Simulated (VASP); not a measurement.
Si2C3, 5 atoms in the cell. The typed cell holds 5 atoms: a = 6.220 Å, b = 6.220 Å, c = 6.221 Å, α = 153.14°, β = 153.14°, γ = 26.87°. 

- Program: VASP 6.6.1
- Task: single point
- Functional: PBE
- Potentials or basis: VASP PAW PBE potentials, release 64 (Si, C)
- Cutoff: 520 eV
- k mesh: 6 × 6 × 6
- Occupations: gaussian, width 0.1 eV
- Spin: no spin polarisation
- Dipole correction: no
- Further INCAR settings: ALGO = Normal; EDIFF = 1e-06; NBANDS = 18

Potentials or basis: VASP PAW PBE potentials, release 64 (Si, C).

Launch:

```bash
$ cat potpaw_PBE.64/Si/POTCAR potpaw_PBE.64/C/POTCAR > POTCAR
$ mpirun -np 1 vasp_std > vasp.out
```

Hardware: 1 thread of Intel(R) Xeon(R) 6975P-C (Granite Rapids), on a shared host.

Question: Estimate the wall time of this run.

Answer: Wall time 74 s on 1 thread of Intel(R) Xeon(R) 6975P-C (Granite Rapids) (shared host), peak memory 0.3 GiB. Counts: scf iterations 13, k points 68.
